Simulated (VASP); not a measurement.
# Sb3Se (Pm-3n) in VASP: notebook

The runs below take Sb3Se through single point, with PBE.

Everything below comes from runs of VASP 6.6.1. Logs are shortened: lines on timing, memory, paths and dates and some standing lists are left out, and cuts for length are marked.

**1. The cell of the first run**

Symmetry: Pm-3n, No. 223, cubic system. Conventional cell: a = 5.825 Å, b = 5.825 Å, c = 5.825 Å, α = 90.00°, β = 90.00°, γ = 90.00°. Sb (site symmetry -4m2) has 10 Sb at 2.91 to 3.57 Å and 4 Se at 3.26 Å within 3.8 Å. Within 4.3 Å of Se (site symmetry m-3) lie 12 Sb at 3.26 Å.

The cell was built from a structure type or drawn by symmetry, and may not be a known phase.

**2. Single point, PBE**

Input file INCAR:

```
  PREC = Accurate
  ENCUT = 520
  EDIFF = 1E-6
  ISMEAR = 0
  SIGMA = 0.1
  LREAL = F
  LASPH = T
  NELM = 100
  ALGO = Normal
  ISIF = 2
  LWAVE = F
  LCHARG = T
  GGA = PE
  LELF = T
  LVHAR = T
  NBANDS = 31
```

Input file KPOINTS:

```
Automatic mesh
0
Gamma
  4 4 4
```

Input file POSCAR:

```
Sb3Se
1.0
    5.8248788800      0.0000000000      0.0000000000
    0.0000000000      5.8248788800      0.0000000000
    0.0000000000      0.0000000000      5.8248788800
Sb Se
6 2
Direct
    0.2500000000      0.0000000000      0.5000000000
    0.5000000000      0.7500000000      0.0000000000
    0.7500000000      0.0000000000      0.5000000000
    0.5000000000      0.2500000000      0.0000000000
    0.0000000000      0.5000000000      0.7500000000
    0.0000000000      0.5000000000      0.2500000000
    0.0000000000      0.0000000000      0.0000000000
    0.5000000000      0.5000000000      0.5000000000
```

Potentials or basis: VASP PAW PBE potentials, release 64 (Sb, Se).

Run with:

```console
> cat potpaw_PBE.64/Sb/POTCAR potpaw_PBE.64/Se/POTCAR > POTCAR
> mpirun -np 1 vasp_std > vasp.out
```

OUTCAR:

```text
PREC = Accurate
   ENCUT = 520
   EDIFF = 1E-6
   ISMEAR = 0
   LREAL = F
   LASPH = T
   NELM = 100
   ISIF = 2
   GGA = PE

 ion  position               nearest neighbor table
   1  0.250  0.000  0.500-   3 2.91   3 2.91   8 3.26   7 3.26   8 3.26   7 3.26   4 3.57   2 3.57
                             4 3.57   5 3.57   5 3.57   6 3.57   6 3.57   2 3.57
   2  0.500  0.750  0.000-   4 2.91   4 2.91   8 3.26   8 3.26   7 3.26   7 3.26   1 3.57   1 3.57
                             3 3.57   5 3.57   6 3.57   5 3.57   6 3.57   3 3.57
   3  0.750  0.000  0.500-   1 2.91   1 2.91   8 3.26   7 3.26   8 3.26   7 3.26   4 3.57   2 3.57
                             4 3.57   5 3.57   5 3.57   6 3.57   6 3.57   2 3.57
   4  0.500  0.250  0.000-   2 2.91   2 2.91   8 3.26   8 3.26   7 3.26   7 3.26   3 3.57   1 3.57
                             3 3.57   5 3.57   6 3.57   5 3.57   6 3.57   1 3.57
   5  0.000  0.500  0.750-   6 2.91   6 2.91   8 3.26   7 3.26   7 3.26   8 3.26   3 3.57   4 3.57
                             1 3.57   3 3.57   1 3.57   2 3.57   4 3.57   2 3.57
   6  0.000  0.500  0.250-   5 2.91   5 2.91   8 3.26   7 3.26   7 3.26   8 3.26   3 3.57   4 3.57
                             1 3.57   3 3.57   1 3.57   2 3.57   4 3.57   2 3.57
   7  0.000  0.000  0.000-   1 3.26   2 3.26   3 3.26   4 3.26   5 3.26   6 3.26   1 3.26   3 3.26
                             5 3.26   6 3.26   2 3.26   4 3.26
   8  0.500  0.500  0.500-   1 3.26   2 3.26   3 3.26   4 3.26   5 3.26   6 3.26   2 3.26   4 3.26
                             1 3.26   3 3.26   5 3.26   6 3.26

  LATTYP: Found a simple cubic cell.
 ALAT       =     5.8248788800

  Lattice vectors:

 A1 = (   5.8248788800,   0.0000000000,   0.0000000000)
 A2 = (   0.0000000000,   5.8248788800,   0.0000000000)
 A3 = (   0.0000000000,   0.0000000000,   5.8248788800)

Analysis of symmetry for initial positions (statically):
=====================================================================
 Subroutine PRICEL returns:
 Original cell was already a primitive cell.

 Routine SETGRP: Setting up the symmetry group for a
 simple cubic supercell.

 Subroutine GETGRP returns: Found 48 space group operations
 (whereof 24 operations were pure point group operations)
 out of a pool of 48 trial point group operations.

The static configuration has the point symmetry T_h .
 The point group associated with its full space group is O_h .

Analysis of symmetry for dynamics (positions and initial velocities):
=====================================================================
 Subroutine PRICEL returns:
 Original cell was already a primitive cell.

 Routine SETGRP: Setting up the symmetry group for a
 simple cubic supercell.

 Subroutine GETGRP returns: Found 48 space group operations
 (whereof 24 operations were pure point group operations)
 out of a pool of 48 trial point group operations.

The dynamic configuration has the point symmetry T_h .
 The point group associated with its full space group is O_h .

 Subroutine INISYM returns: Found 48 space group operations
 (whereof 24 operations are pure point group operations),
 and found     1 'primitive' translations

----------------------------------------------------------------------------------------

                                     Primitive cell

  volume of cell :     197.6336

  direct lattice vectors                    reciprocal lattice vectors
     5.824878880  0.000000000  0.000000000     0.171677389  0.000000000  0.000000000
     0.000000000  5.824878880  0.000000000     0.000000000  0.171677389  0.000000000
     0.000000000  0.000000000  5.824878880     0.000000000  0.000000000  0.171677389

  length of vectors
     5.824878880  5.824878880  5.824878880     0.171677389  0.171677389  0.171677389

  position of ions in fractional coordinates (direct lattice)
     0.250000000  0.000000000  0.500000000
     0.500000000  0.750000000  0.000000000
     0.750000000  0.000000000  0.500000000
     0.500000000  0.250000000  0.000000000
     0.000000000  0.500000000  0.750000000
     0.000000000  0.500000000  0.250000000
     0.000000000  0.000000000  0.000000000
     0.500000000  0.500000000  0.500000000

  ion indices of the primitive-cell ions
   primitive index   ion index
                 1           1
                 2           2
                 3           3
                 4           4
                 5           5
                 6           6
                 7           7
                 8           8

----------------------------------------------------------------------------------------

 KPOINTS: Automatic mesh

Automatic generation of k-mesh.
 Grid dimensions read from file:
 generate k-points for:    4    4    4

 Generating k-lattice:

  Cartesian coordinates                     Fractional coordinates (reciprocal lattice)
     0.042919347  0.000000000  0.000000000     0.250000000  0.000000000  0.000000000
     0.000000000  0.042919347  0.000000000     0.000000000  0.250000000  0.000000000
     0.000000000  0.000000000  0.042919347     0.000000000  0.000000000  0.250000000

  Length of vectors
     0.042919347  0.042919347  0.042919347

  Shift w.r.t. Gamma in fractional coordinates (k-lattice)
     0.000000000  0.000000000  0.000000000

 Subroutine IBZKPT returns following result:
 ===========================================

 Found     10 irreducible k-points:

 Following reciprocal coordinates:
            Coordinates               Weight
  0.000000  0.000000  0.000000      1.000000
  0.250000  0.000000  0.000000      6.000000
  0.500000  0.000000  0.000000      3.000000
  0.250000  0.250000  0.000000     12.000000
  0.500000  0.250000  0.000000     12.000000
  0.500000  0.500000  0.000000      3.000000
  0.250000  0.250000  0.250000      8.000000
  0.500000  0.250000  0.250000     12.000000
  0.500000  0.500000  0.250000      6.000000
  0.500000  0.500000  0.500000      1.000000
   k-points           NKPTS =     10   k-points in BZ     NKDIM =     10   number of bands    NBANDS=     31
   number of dos      NEDOS =    301   number of ions     NIONS =      8
   total plane-waves  NPLWV = 110592
   dimension x,y,z NGX =    48 NGY =   48 NGZ =   48
   dimension x,y,z NGXF=    96 NGYF=   96 NGZF=   96
   ions per type =               6   2
   NGX,Y,Z   is equivalent  to a cutoff of  13.70, 13.70, 13.70 a.u.
   NGXF,Y,Z  is equivalent  to a cutoff of  27.40, 27.40, 27.40 a.u.
 SYSTEM =  unknown system
   PREC   = accura    normal or accurate (medium, high low for compatibility)
   ISTART =      0    job   : 0-new  1-cont  2-samecut
   ICHARG =      2    charge: 1-file 2-atom 10-const
   ISPIN  =      1    spin polarized calculation?
   LNONCOLLINEAR =      F non collinear calculations
   LSORBIT =      F    spin-orbit coupling
   LASPH  =      T    aspherical Exc in radial PAW
   ENCUT  =  520.0 eV  38.22 Ry    6.18 a.u.  10.83 10.83 10.83*2*pi/ulx,y,z
   NELM   =    100;   NELMIN=  2; NELMDL= -5     # of ELM steps
   EDIFF  = 0.1E-05   stopping-criterion for ELM
   LREAL  =      F    real-space projection
   EDIFFG = 0.1E-04   stopping-criterion for IOM
   NSW    =      0    number of steps for IOM
   IBRION =     -1    ionic relax: 0-MD 1-quasi-New 2-CG
   NFREE  =      0    steps in history (QN), initial steepest desc. (CG)
   ISIF   =      2    stress and relaxation
   ISYM   =      2    0-nonsym 1-usesym 2-fastsym
   POTIM  = 0.5000    time-step for ionic-motion
   TEBEG  =    0.0;   TEEND  =   0.0 temperature during run
   PSTRESS=    0.0 pullay stress
   NELECT =      42.0000    total number of electrons
   NUPDOWN=      -1.0000    fix difference up-down
   EMIN   =  10.00;   EMAX   =-10.00  energy-range for DOS
   EFERMI =   0.00;   METHOD = LEGACY
   ISMEAR =     0;   SIGMA  =   0.10  broadening in eV -4-tet -1-fermi 0-gaus
   EFERMI_NEDOS =   21; number of points for ismear=-14 and -15
   IALGO  =     38    algorithm
   IMIX   =      4    mixing-type and parameters
     AMIX     =   0.40;   BMIX     =  1.00
     AMIX_MAG =   1.60;   BMIX_MAG =  1.00
  volume/ion in A,a.u.               =      24.70       166.71
  Fermi-wavevector in a.u.,A,eV,Ry     =   0.976947  1.846162 12.985748  0.954426
  Thomas-Fermi vector in A             =   2.107606
   LORBIT       =      0    0 simple, 1 ext, 2 COOP (PROOUT), +10 PAW based schemes
   GGA     = PE    functional components
   LHFCALC =     F    Hartree Fock is set to
   AEXX    =    0.0000 exact exchange contribution
   IVDW    =     0    specifies the selected vdW correction
   LEPSILON=     F    determine dielectric tensor
   LRPA    =     F    only Hartree local field effects (RPA)
 non-spin polarized calculation
 Gauss-broadening in eV      SIGMA  =   0.10
  energy-cutoff  :      520.00
  volume of cell :      197.63
 maximum number of plane-waves:      5400
 NGX is ok and might be reduce to    48
   NGX = 21   NGY = 21   NGZ = 21

 number of electron      41.9999996 magnetization

 Free energy of the ion-electron system (eV)
  ---------------------------------------------------
  ext. energy  EPLUGINS =         0.00000000
  ---------------------------------------------------
  free energy    TOTEN  =       -28.24819925 eV

  energy without entropy =      -28.22108642  energy(sigma->0) =      -28.23464283

 E-fermi :   8.3549     XC(G=0): -10.3945

 val. band max:        8.3050996173   @ k =   0.5000   0.2500   0.2500
 cond. band min:       8.4172123378   @ k =   0.2500   0.2500   0.0000
 fundamental gap:      0.1121127204
 Fermi energy:         8.3548672400

 k-point     1 :       0.0000    0.0000    0.0000
  band No.  band energies     occupation
      1      -6.1323      2.00000
      2      -4.8768      2.00000
      3      -2.2489      2.00000
      4      -1.8512      2.00000
      5      -1.8512      2.00000
      6       0.1088      2.00000
[... 23 lines left out ...]
     30      13.8060      0.00000
     31      15.1563      0.00000

 k-point     2 :       0.2500    0.0000    0.0000
  band No.  band energies     occupation
      1      -5.9322      2.00000
      2      -4.9863      2.00000
      3      -2.4173      2.00000
      4      -2.4128      2.00000
      5      -1.5986      2.00000
      6       0.0926      2.00000
[... 23 lines left out ...]
     30      12.7336      0.00000
     31      13.9950      0.00000

 k-point     3 :       0.5000    0.0000    0.0000
  band No.  band energies     occupation
      1      -5.4275      2.00000
      2      -5.4275      2.00000
      3      -2.6684      2.00000
      4      -2.6684      2.00000
      5      -0.8530      2.00000
      6      -0.8530      2.00000
[... 23 lines left out ...]
     30      11.2621      0.00000
     31      14.2124      0.00000

 k-point     4 :       0.2500    0.2500    0.0000
  band No.  band energies     occupation
      1      -5.7467      2.00000
      2      -5.0195      2.00000
      3      -2.6235      2.00000
      4      -2.5278      2.00000
      5      -1.7743      2.00000
      6      -0.2963      2.00000
[... 23 lines left out ...]
     30      12.1772      0.00000
     31      12.7927      0.00000

 k-point     5 :       0.5000    0.2500    0.0000
  band No.  band energies     occupation
      1      -5.3104      2.00000
      2      -5.3099      2.00000
      3      -2.8622      2.00000
      4      -2.7572      2.00000
      5      -1.2365      2.00000
      6      -1.1390      2.00000
[... 23 lines left out ...]
     30      11.1909      0.00000
     31      12.2903      0.00000

 k-point     6 :       0.5000    0.5000    0.0000
  band No.  band energies     occupation
      1      -5.1684      2.00000
      2      -5.1684      2.00000
      3      -3.1184      2.00000
      4      -2.9593      2.00000
      5      -1.2723      2.00000
      6      -1.2723      2.00000
[... 23 lines left out ...]
     30      10.5937      0.00000
     31      10.8788      0.00000

 k-point     7 :       0.2500    0.2500    0.2500
  band No.  band energies     occupation
      1      -5.5775      2.00000
      2      -5.0187      2.00000
      3      -2.6363      2.00000
      4      -2.3309      2.00000
      5      -2.3309      2.00000
      6      -0.3852      2.00000
[... 23 lines left out ...]
     30      11.8826      0.00000
     31      12.4353      0.00000

 k-point     8 :       0.5000    0.2500    0.2500
  band No.  band energies     occupation
      1      -5.2079      2.00000
      2      -5.2079      2.00000
      3      -2.7494      2.00000
      4      -2.7494      2.00000
      5      -1.5480      2.00000
      6      -1.5480      2.00000
[... 23 lines left out ...]
     30      10.3266      0.00000
     31      12.0794      0.00000

 k-point     9 :       0.5000    0.5000    0.2500
  band No.  band energies     occupation
      1      -5.0886      2.00000
      2      -5.0886      2.00000
      3      -2.8340      2.00000
      4      -2.7071      2.00000
      5      -1.6491      2.00000
      6      -1.6491      2.00000
[... 23 lines left out ...]
     30      10.1559      0.00000
     31      10.5346      0.00000

 k-point    10 :       0.5000    0.5000    0.5000
  band No.  band energies     occupation
      1      -4.9993      2.00000
      2      -4.9993      2.00000
      3      -1.9810      2.00000
      4      -1.9810      2.00000
      5      -1.9810      2.00000
      6      -1.9810      2.00000
[... 23 lines left out ...]
     30       8.6138      0.00025
     31       8.6138      0.00025

------------------------ aborting loop because EDIFF is reached ----------------------------------------

  FORCE on cell =-STRESS in cart. coord.  units (eV):
  Direction    XX          YY          ZZ          XY          YZ          ZX
  --------------------------------------------------------------------------------------
  -------------------------------------------------------------------------------------
  Total        4.9997484      4.9997484      4.9997484     -0.0000000      0.0000000      0.0000000
  in kB       40.5320002     40.5320002     40.5320002     -0.0000000      0.0000000      0.0000000
  external PRESSURE =      40.5320002 kB  Pullay stress =       0.0000000 kB

 VOLUME and BASIS-vectors are now :
 -----------------------------------------------------------------------------
  energy-cutoff  :      520.00
  volume of cell :      197.63
      direct lattice vectors                 reciprocal lattice vectors
     5.824878880  0.000000000  0.000000000     0.171677389  0.000000000  0.000000000
     0.000000000  5.824878880  0.000000000     0.000000000  0.171677389  0.000000000
     0.000000000  0.000000000  5.824878880     0.000000000  0.000000000  0.171677389

 POSITION                                       TOTAL-FORCE (eV/Angst)
 -----------------------------------------------------------------------------------
      1.45622      0.00000      2.91244        -0.000000      0.000000      0.000000
      2.91244      4.36866      0.00000         0.000000     -0.000000     -0.000000
      4.36866      0.00000      2.91244         0.000000     -0.000000     -0.000000
      2.91244      1.45622      0.00000         0.000000      0.000000     -0.000000
      0.00000      2.91244      4.36866         0.000000      0.000000     -0.000000
      0.00000      2.91244      1.45622        -0.000000     -0.000000      0.000000
      0.00000      0.00000      0.00000         0.000000     -0.000000      0.000000
      2.91244      2.91244      2.91244         0.000000     -0.000000      0.000000
 -----------------------------------------------------------------------------------
    total drift:                               -0.000000     -0.000000      0.000000

  FREE ENERGIE OF THE ION-ELECTRON SYSTEM (eV)
  ---------------------------------------------------
  free  energy   TOTEN  =       -28.2481992508 eV

  energy  without entropy=      -28.2210864184  energy(sigma->0) =      -28.23464283
```

Run time: 31 s. Hardware: 1 thread of Intel Xeon 6975P-C (Granite Rapids), shared host; peak memory 0.33 GiB.

Results:

```
Free energy            : -28.2482 eV
Pressure               : 4.1 GPa
Band gap on the k mesh : zero (bands 21 and 22 overlap by 0.75 eV)
```

Caveat: the cell stands under pressure; spin-orbit coupling is left out, which moves the levels of the heavy elements.

**3. Single point, PBE**

This run uses another cell than the first one, of 26.50 Å³/atom.

Input file INCAR:

```
SYSTEM = Sb3Se
  PREC = Accurate
  ENCUT = 520
  EDIFF = 1E-7
  ISMEAR = 0
  SIGMA = 0.1
  LREAL = .False.
  LASPH = .True.
  NELM = 60
  ALGO = Normal
  ISIF = 2
  LWAVE = .False.
  LCHARG = .True.
  GGA = PE
  LELF = .True.
  LVHAR = .True.
  NBANDS = 31
```

Input file KPOINTS:

```
Automatic mesh
0
Gamma
  4 4 4
  0 0 0
```

POSCAR, as its differences from that of step 2:

```diff
@@ -2,5 +2,5 @@
 1.0
-    5.8248788800      0.0000000000      0.0000000000
-    0.0000000000      5.8248788800      0.0000000000
-    0.0000000000      0.0000000000      5.8248788800
+    5.9624267371      0.0000000000      0.0000000000
+    0.0000000000      5.9624267371      0.0000000000
+    0.0000000000      0.0000000000      5.9624267371
 Sb Se
```

Potentials or basis: VASP PAW PBE potentials, release 64 (Sb, Se).

Run with:

```console
> cat potpaw_PBE.64/Sb/POTCAR potpaw_PBE.64/Se/POTCAR > POTCAR
> mpirun -np 1 vasp_std > vasp.out
```

It took 34 s on 1 thread of Intel Xeon 6975P-C (Granite Rapids), shared host; peak memory 0.33 GiB.

The run converged. Its results:

* Free energy: -28.3969 eV
* Pressure: -0.4 GPa
* Band gap on the k mesh: zero (bands 21 and 22 overlap by 0.64 eV)

Levels at points of the mesh, in eV from the Fermi level:
```csv
k point,band 18,band 19,band 20,band 21,band 22,band 23,band 24,band 25
"(0.00, 0.00, 0.00)",-1.52,-1.52,-1.52,-0.21,-0.21,-0.21,0.98,0.98
"(0.50, 0.00, 0.00)",-1.73,-0.58,-0.58,-0.49,-0.49,0.75,0.75,1.40
"(0.50, 0.50, 0.00)",-1.49,-1.18,-1.18,-0.21,0.43,0.66,1.25,1.25
"(0.50, 0.50, 0.50)",-0.18,-0.18,-0.18,-0.18,-0.18,0.22,0.22,0.22
```

Caveat: spin-orbit coupling is left out, which moves the levels of the heavy elements.
